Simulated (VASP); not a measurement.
# Ca (Fm-3m) in VASP: settings compared

The runs below take Ca through single point, with PBE+D4, LDA, PBEsol.

Everything below comes from runs of VASP 6.6.1. Logs are shortened: lines on timing, memory, paths and dates and some standing lists are left out, and cuts for length are marked.

**1. The cell of the first run**

Symmetry: Fm-3m, No. 225, cubic system. Conventional cell: a = 5.625 Å, b = 5.625 Å, c = 5.625 Å, α = 90.00°, β = 90.00°, γ = 90.00°. Within 5.2 Å of Ca (site symmetry m-3m) lie 12 Ca at 3.98 Å.

**2. Single point, PBE+D4 (volume scaled by 1.02)**

Input file INCAR:

```
SYSTEM = Ca
PREC     = Accurate       ! precision mode
ENCUT    = 520            ! plane-wave cutoff, eV
EDIFF    = 1E-6           ! SCF threshold, eV
ISMEAR   = -5             ! smearing method
SIGMA    = 0.05           ! smearing width, eV
LREAL    = .FALSE.        ! projectors in reciprocal space
LASPH    = .TRUE.         ! aspherical terms in the spheres
NELM     = 80             ! most SCF steps
ALGO     = Fast           ! electronic algorithm
ISIF     = 2              ! what is computed and relaxed
LWAVE    = .FALSE.        ! write WAVECAR
LCHARG   = .FALSE.        ! write CHGCAR
GGA      = PE             ! functional
IVDW     = 13             ! dispersion correction
NBANDS   = 11             ! bands
```

Input file KPOINTS:

```
Automatic mesh
0
G
  8 8 8
  0 0 0
```

Input file POSCAR:

```
Ca
1.0
    0.0000000000      2.8127051751      2.8127051751
    2.8127051751      0.0000000000      2.8127051751
    2.8127051751      2.8127051751      0.0000000000
Ca
1
Direct
    0.0000000000      0.0000000000      0.0000000000
```

Potentials or basis: VASP PAW PBE potentials, release 64 (Ca_sv).

Started as:

```sh
$ cat potpaw_PBE.64/Ca_sv/POTCAR > POTCAR
$ mpirun -np 1 vasp_std > vasp.out
```

OUTCAR:

```text
SYSTEM = Ca
   PREC = Accurate
   ENCUT = 520
   EDIFF = 1E-6
   ISMEAR = -5
   LREAL = .FALSE.
   LASPH = .TRUE.
   NELM = 80
   ISIF = 2
   GGA = PE
   IVDW = 13

 ion  position               nearest neighbor table
   1  0.000  0.000  0.000-

  LATTYP: Found a face centered cubic cell.
 ALAT       =     5.6254103502

  Lattice vectors:

 A1 = (   0.0000000000,   2.8127051751,   2.8127051751)
 A2 = (   2.8127051751,   0.0000000000,   2.8127051751)
 A3 = (   2.8127051751,   2.8127051751,   0.0000000000)

Analysis of symmetry for initial positions (statically):
=====================================================================
 Subroutine PRICEL returns:
 Original cell was already a primitive cell.

 Routine SETGRP: Setting up the symmetry group for a
 face centered cubic supercell.

 Subroutine GETGRP returns: Found 48 space group operations
 (whereof 48 operations were pure point group operations)
 out of a pool of 48 trial point group operations.

The static configuration has the point symmetry O_h .

Analysis of symmetry for dynamics (positions and initial velocities):
=====================================================================
 Subroutine PRICEL returns:
 Original cell was already a primitive cell.

 Routine SETGRP: Setting up the symmetry group for a
 face centered cubic supercell.

 Subroutine GETGRP returns: Found 48 space group operations
 (whereof 48 operations were pure point group operations)
 out of a pool of 48 trial point group operations.

The dynamic configuration has the point symmetry O_h .

 Subroutine INISYM returns: Found 48 space group operations
 (whereof 48 operations are pure point group operations),
 and found     1 'primitive' translations

----------------------------------------------------------------------------------------

                                     Primitive cell

  volume of cell :      44.5044

  direct lattice vectors                    reciprocal lattice vectors
     0.000000000  2.812705175  2.812705175    -0.177764810  0.177764810  0.177764810
     2.812705175  0.000000000  2.812705175     0.177764810 -0.177764810  0.177764810
     2.812705175  2.812705175  0.000000000     0.177764810  0.177764810 -0.177764810

  length of vectors
     3.977765806  3.977765806  3.977765806     0.307897682  0.307897682  0.307897682

  position of ions in fractional coordinates (direct lattice)
     0.000000000  0.000000000  0.000000000

  ion indices of the primitive-cell ions
   primitive index   ion index
                 1           1

----------------------------------------------------------------------------------------

 KPOINTS: Automatic mesh

Automatic generation of k-mesh.
 Grid dimensions read from file:
 generate k-points for:    8    8    8

 Generating k-lattice:

  Cartesian coordinates                     Fractional coordinates (reciprocal lattice)
    -0.022220601  0.022220601  0.022220601     0.125000000  0.000000000  0.000000000
     0.022220601 -0.022220601  0.022220601     0.000000000  0.125000000  0.000000000
     0.022220601  0.022220601 -0.022220601     0.000000000  0.000000000  0.125000000

  Length of vectors
     0.038487210  0.038487210  0.038487210

  Shift w.r.t. Gamma in fractional coordinates (k-lattice)
     0.000000000  0.000000000  0.000000000

 TETIRR: Found     76 inequivalent tetrahedra from     3072

 Subroutine IBZKPT returns following result:
 ===========================================

 Found     29 irreducible k-points:

 Following reciprocal coordinates:
            Coordinates               Weight
  0.000000  0.000000  0.000000      1.000000
  0.125000  0.000000  0.000000      8.000000
  0.250000  0.000000  0.000000      8.000000
  0.375000  0.000000  0.000000      8.000000
  0.500000  0.000000  0.000000      4.000000
  0.125000  0.125000  0.000000      6.000000
[... 16 lines left out ...]
  0.500000  0.250000  0.125000     48.000000
 -0.375000  0.250000  0.125000     24.000000
 [... further k-points ...]
   k-points           NKPTS =     29   k-points in BZ     NKDIM =     29   number of bands    NBANDS=     11
   number of dos      NEDOS =    301   number of ions     NIONS =      1
   total plane-waves  NPLWV =  27000
   dimension x,y,z NGX =    30 NGY =   30 NGZ =   30
   dimension x,y,z NGXF=    60 NGYF=   60 NGZF=   60
   ions per type =               1
   NGX,Y,Z   is equivalent  to a cutoff of  12.54, 12.54, 12.54 a.u.
   NGXF,Y,Z  is equivalent  to a cutoff of  25.08, 25.08, 25.08 a.u.
 SYSTEM =  Ca
   PREC   = accura    normal or accurate (medium, high low for compatibility)
   ISTART =      0    job   : 0-new  1-cont  2-samecut
   ICHARG =      2    charge: 1-file 2-atom 10-const
   ISPIN  =      1    spin polarized calculation?
   LNONCOLLINEAR =      F non collinear calculations
   LSORBIT =      F    spin-orbit coupling
   LASPH  =      T    aspherical Exc in radial PAW
   ENCUT  =  520.0 eV  38.22 Ry    6.18 a.u.   7.40  7.40  7.40*2*pi/ulx,y,z
   NELM   =     80;   NELMIN=  2; NELMDL= -5     # of ELM steps
   EDIFF  = 0.1E-05   stopping-criterion for ELM
   LREAL  =      F    real-space projection
   EDIFFG = 0.1E-04   stopping-criterion for IOM
   NSW    =      0    number of steps for IOM
   IBRION =     -1    ionic relax: 0-MD 1-quasi-New 2-CG
   NFREE  =      0    steps in history (QN), initial steepest desc. (CG)
   ISIF   =      2    stress and relaxation
   ISYM   =      2    0-nonsym 1-usesym 2-fastsym
   POTIM  = 0.5000    time-step for ionic-motion
   TEBEG  =    0.0;   TEEND  =   0.0 temperature during run
   PSTRESS=    0.0 pullay stress
   NELECT =      10.0000    total number of electrons
   NUPDOWN=      -1.0000    fix difference up-down
   EMIN   =  10.00;   EMAX   =-10.00  energy-range for DOS
   EFERMI =   0.00;   METHOD = LEGACY
   ISMEAR =    -5;   SIGMA  =   0.05  broadening in eV -4-tet -1-fermi 0-gaus
   EFERMI_NEDOS =   21; number of points for ismear=-14 and -15
   IALGO  =     68    algorithm
   IMIX   =      4    mixing-type and parameters
     AMIX     =   0.40;   BMIX     =  1.00
     AMIX_MAG =   1.60;   BMIX_MAG =  1.00
  volume/ion in A,a.u.               =      44.50       300.33
  Fermi-wavevector in a.u.,A,eV,Ry     =   0.995269  1.880786 13.477401  0.990561
  Thomas-Fermi vector in A             =   2.127278
   LORBIT       =      0    0 simple, 1 ext, 2 COOP (PROOUT), +10 PAW based schemes
   GGA     = PE    functional components
   LHFCALC =     F    Hartree Fock is set to
   AEXX    =    0.0000 exact exchange contribution
   IVDW    =    13    specifies the selected vdW correction
   LEPSILON=     F    determine dielectric tensor
   LRPA    =     F    only Hartree local field effects (RPA)
 non-spin polarized calculation
 RMM-DIIS sequential band-by-band and
 Fermi weights with tetrahedron method with Bloechl corrections
  energy-cutoff  :      520.00
  volume of cell :       44.50
 maximum number of plane-waves:      1243
 NGX is ok and might be reduce to    30
   NGX = 15   NGY = 15   NGZ = 15

 number of electron      10.0000000 magnetization

 number of electron       9.9999998 magnetization

 Free energy of the ion-electron system (eV)
  ---------------------------------------------------
  ext. energy  EPLUGINS =         0.00000000
  ---------------------------------------------------
  free energy    TOTEN  =        -1.92134440 eV

  energy without entropy =       -1.92134440  energy(sigma->0) =       -1.92134440

 E-fermi :   1.7545     XC(G=0):  -7.5687

 val. band max:        1.8128751594   @ k =  -0.3750   0.3750   0.0000
 cond. band min:       1.6684713209   @ k =  -0.3750   0.2500   0.1250
 fundamental gap:     -0.1444038386
 Fermi energy:         1.7544538697

 k-point     1 :       0.0000    0.0000    0.0000
  band No.  band energies     occupation
      1     -40.3585      2.00000
      2     -21.2832      2.00000
      3     -21.2832      2.00000
      4     -21.2832      2.00000
      5      -2.1738      2.00000
      6       4.0348      0.00000
      7       4.0348      0.00000
      8       4.0348      0.00000
      9       5.0393      0.00000
     10       5.0393      0.00000
     11      10.6477      0.00000

 k-point     2 :       0.1250    0.0000    0.0000
  band No.  band energies     occupation
      1     -40.3569      2.00000
      2     -21.3000      2.00000
      3     -21.2855      2.00000
      4     -21.2855      2.00000
      5      -1.9197      2.00000
      6       3.7736      0.00000
      7       4.1201      0.00000
      8       4.1201      0.00000
      9       4.9725      0.00000
     10       4.9725      0.00000
     11      10.6798      0.00000

 k-point     3 :       0.2500    0.0000    0.0000
  band No.  band energies     occupation
      1     -40.3532      2.00000
      2     -21.3403      2.00000
      3     -21.2912      2.00000
      4     -21.2912      2.00000
      5      -1.1943      2.00000
      6       3.1523      0.00000
      7       4.1612      0.00000
      8       4.1612      0.00000
      9       5.0513      0.00000
     10       5.0513      0.00000
     11       8.8056      0.00000

 k-point     4 :       0.3750    0.0000    0.0000
  band No.  band energies     occupation
      1     -40.3495      2.00000
      2     -21.3802      2.00000
      3     -21.2968      2.00000
      4     -21.2968      2.00000
      5      -0.1248      2.00000
      6       2.3352     -0.09373
      7       4.0082      0.00000
      8       4.0082      0.00000
      9       5.4505      0.00000
     10       5.4505      0.00000
     11       7.2704      0.00000
[... 239 lines left out ...]
 k-point    22 :       0.3750    0.2500    0.1250
  band No.  band energies     occupation
      1     -40.3504      2.00000
      2     -21.3503      2.00000
      3     -21.3120      2.00000
      4     -21.2983      2.00000
      5      -0.5832      2.00000
      6       2.9554      0.00000
      7       3.6849      0.00000
      8       4.5544      0.00000
      9       4.6814      0.00000
     10       5.5412      0.00000
     11       8.8100      0.00000

 k-point    23 :       0.5000    0.2500    0.1250
  band No.  band energies     occupation
      1     -40.3475      2.00000
      2     -21.3718      2.00000
      3     -21.3246      2.00000
      4     -21.3050      2.00000
      5       0.4323      2.00000
      6       2.4554     -0.02261
      7       3.2936      0.00000
      8       4.4043      0.00000
      9       5.2078      0.00000
     10       5.8941      0.00000
     11       7.2472      0.00000

 k-point    24 :      -0.3750    0.2500    0.1250
  band No.  band energies     occupation
      1     -40.3462      2.00000
      2     -21.3811      2.00000
      3     -21.3285      2.00000
      4     -21.3086      2.00000
      5       1.4337      2.00000
      6       1.6685      0.26417
      7       3.2362      0.00000
      8       4.3128      0.00000
      9       5.5301      0.00000
     10       6.0539      0.00000
     11       6.4340      0.00000

 [... further k-points ...]

------------------------ aborting loop because EDIFF is reached ----------------------------------------

  DFT-D4 for vdW energy calculation

  Edisp (eV):   -0.16608

  FORCE on cell =-STRESS in cart. coord.  units (eV):
  Direction    XX          YY          ZZ          XY          YZ          ZX
  --------------------------------------------------------------------------------------
  -------------------------------------------------------------------------------------
  Total      -0.43550    -0.43550    -0.43550     0.00000     0.00000     0.00000
  in kB     -15.67822   -15.67822   -15.67822     0.00000     0.00000     0.00000
  external pressure =      -15.68 kB  Pullay stress =        0.00 kB

 VOLUME and BASIS-vectors are now :
 -----------------------------------------------------------------------------
  energy-cutoff  :      520.00
  volume of cell :       44.50
      direct lattice vectors                 reciprocal lattice vectors
     0.000000000  2.812705175  2.812705175    -0.177764810  0.177764810  0.177764810
     2.812705175  0.000000000  2.812705175     0.177764810 -0.177764810  0.177764810
     2.812705175  2.812705175  0.000000000     0.177764810  0.177764810 -0.177764810

 POSITION                                       TOTAL-FORCE (eV/Angst)
 -----------------------------------------------------------------------------------
      0.00000      0.00000      0.00000         0.000000     -0.000000      0.000000
 -----------------------------------------------------------------------------------
    total drift:                               -0.000000     -0.000000      0.000000

  FREE ENERGIE OF THE ION-ELECTRON SYSTEM (eV)
  ---------------------------------------------------
  free  energy   TOTEN  =        -2.0874259073 eV

  energy  without entropy=       -2.0874259073  energy(sigma->0) =       -2.08742591
```

Wall time 16 s (1 thread of Intel Xeon Platinum 8375C at 2.90GHz (Ice Lake), shared host); peak memory 0.16 GiB.

What came out:

```yaml
Free_energy: -2.0874 eV
Pressure: -1.6 GPa
Band_gap_on_the_k_mesh: zero (band 5 reaches 1.99 eV, above the bottom of band 6 at 1.56 eV)
Dispersion_energy_per_atom: -0.166 eV
```

Caveat: the cell differs from its parent crystal (volume scaled by 1.02); pairwise dispersion overbinds metals, which lowers pressure and volume; tetrahedron occupations give inexact forces and stress in metals.

**3. Single point, PBE+D4 (volume scaled by 1.04)**

Input file INCAR:

```
PREC = Accurate
ENCUT = 520
EDIFF = 1E-7
ISMEAR = -5
SIGMA = 0.05
LREAL = False
LASPH = True
NELM = 60
ALGO = Fast
ISIF = 2
LWAVE = False
LCHARG = False
GGA = PE
IVDW = 13
NBANDS = 11
```

Input file KPOINTS:

```
Automatic mesh
0
Gamma
  8 8 8
```

Input file POSCAR:

```
Ca
1.0
    0.0000000000      2.8309700062      2.8309700062
    2.8309700062      0.0000000000      2.8309700062
    2.8309700062      2.8309700062      0.0000000000
Ca
1
Direct
    0.0000000000      0.0000000000      0.0000000000
```

Potentials or basis: VASP PAW PBE potentials, release 64 (Ca_sv).

Started as:

```sh
$ cat potpaw_PBE.64/Ca_sv/POTCAR > POTCAR
$ mpirun -np 1 vasp_std > vasp.out
```

Wall time 17 s (1 thread of Intel Xeon Platinum 8375C at 2.90GHz (Ice Lake), shared host); peak memory 0.16 GiB.

Results (log left out):

```yaml
Free_energy: -2.0796 eV
Pressure: -1.8 GPa
Band_gap_on_the_k_mesh: zero (band 5 reaches 1.92 eV, above the bottom of band 6 at 1.48 eV)
Dispersion_energy_per_atom: -0.163 eV
```

Levels at points of the mesh, in eV from the Fermi level:
| k point | band 3 | band 4 | band 5 | band 6 | band 7 | band 8 |
| --- | --- | --- | --- | --- | --- | --- |
| (0.00, 0.00, 0.00) | -23.08 | -23.08 | -3.89 | 2.25 | 2.25 | 2.25 |
| (0.50, 0.00, 0.00) | -23.10 | -23.10 | -0.95 | -0.20 | 2.15 | 2.15 |
| (0.50, 0.50, 0.00) | -23.12 | -23.12 | -0.38 | 0.62 | 0.85 | 3.86 |

Caveat: the cell differs from its parent crystal (volume scaled by 1.04); pairwise dispersion overbinds metals, which lowers pressure and volume; tetrahedron occupations give inexact forces and stress in metals.

**4. Single point, PBE+D4 (volume scaled by 1.06)**

Input file INCAR:

```
SYSTEM = Ca
  ALGO = Normal
  EDIFF = 1E-7
  ENCUT = 520
  GGA = PE
  ISIF = 2
  ISMEAR = -5
  IVDW = 13
  LASPH = .True.
  LCHARG = .True.
  LELF = .True.
  LREAL = .False.
  LVHAR = .True.
  LWAVE = .False.
  NBANDS = 11
  NELM = 100
  PREC = Accurate
  SIGMA = 0.05
```

Input file KPOINTS:

```
k-points
0
Gamma
  8 8 8
  0 0 0
```

Input file POSCAR:

```
Ca
1.0
    0.0000000000      2.8490021484      2.8490021484
    2.8490021484      0.0000000000      2.8490021484
    2.8490021484      2.8490021484      0.0000000000
Ca
1
Direct
    0.0000000000      0.0000000000      0.0000000000
```

Started as:

```sh
$ cat potpaw_PBE.64/Ca_sv/POTCAR > POTCAR
$ mpirun -np 1 vasp_std > vasp.out
```

It took 15 s on 1 thread of Intel Xeon Platinum 8375C at 2.90GHz (Ice Lake), shared host; peak memory 0.16 GiB.

The run converged. Its results:

```
Free energy                : -2.0706 eV
Pressure                   : -2.0 GPa
Band gap on the k mesh     : zero (band 5 reaches 1.86 eV, above the bottom of band 6 at 1.40 eV)
Dispersion energy per atom : -0.160 eV
```

Levels at points of the mesh, in eV from the Fermi level:
```tsv
k point	band 1	band 2	band 3	band 4	band 5	band 6	band 7	band 8	band 9	band 10
(0.00, 0.00, 0.00)	-42.20	-23.13	-23.13	-23.13	-3.86	2.23	2.23	2.23	3.19	3.19
(0.50, 0.00, 0.00)	-42.19	-23.23	-23.14	-23.14	-0.95	-0.21	2.13	2.13	3.80	3.80
(0.50, 0.50, 0.00)	-42.19	-23.22	-23.17	-23.17	-0.37	0.63	0.82	3.79	3.97	3.97
```

Caveat: the cell differs from its parent crystal (volume scaled by 1.06); pairwise dispersion overbinds metals, which lowers pressure and volume; tetrahedron occupations give inexact forces and stress in metals.

**5. Single point, LDA**

This run uses another cell than the first one, of 43.63 Å³/atom, 0.980 times its volume.

Input file INCAR:

```
ALGO     = Normal         # electronic algorithm
EDIFF    = 1E-7           # SCF threshold, eV
ENCUT    = 520            # plane-wave cutoff, eV
GGA      = CA             # functional
ISIF     = 2              # what is computed and relaxed
ISMEAR   = 1              # smearing method
LASPH    = True           # aspherical terms in the spheres
LCHARG   = False          # write CHGCAR
LREAL    = False          # projectors in reciprocal space
LWAVE    = False          # write WAVECAR
NBANDS   = 11             # bands
NELM     = 100            # most SCF steps
PREC     = Accurate       # precision mode
SIGMA    = 0.05           # smearing width, eV
```

Input file KPOINTS:

```
k-points
0
Gamma
  8 8 8
```

Input file POSCAR:

```
Ca
1.0
    0.0000000000      2.7942000000      2.7942000000
    2.7942000000      0.0000000000      2.7942000000
    2.7942000000      2.7942000000      0.0000000000
Ca
1
Direct
    0.0000000000      0.0000000000      0.0000000000
```

Potentials or basis: VASP PAW LDA potentials, release 64 (Ca_sv).

Started as:

```sh
$ cat potpaw_LDA.64/Ca_sv/POTCAR > POTCAR
$ mpirun -np 1 vasp_std > vasp.out
```

Run time: 7.5 s. Hardware: 1 thread of Intel Xeon Platinum 8488C (Sapphire Rapids), shared host; peak memory 0.14 GiB.

It converged, with:

```
Free energy            : -2.1658 eV
Pressure               : -2.2 GPa
Band gap on the k mesh : zero (band 5 reaches 1.85 eV, above the bottom of band 6 at 1.53 eV)
```

Levels at points of the mesh, in eV from the Fermi level:
```
           k point  band 3  band 4  band 5  band 6  band 7  band 8
(0.00, 0.00, 0.00)  -22.80  -22.80   -3.91    2.22    2.22    2.22
(0.50, 0.00, 0.00)  -22.82  -22.82   -0.97   -0.07    2.12    2.12
(0.50, 0.50, 0.00)  -22.85  -22.85   -0.40    0.57    1.00    3.90
```

(Continued in part 2 of 2.)
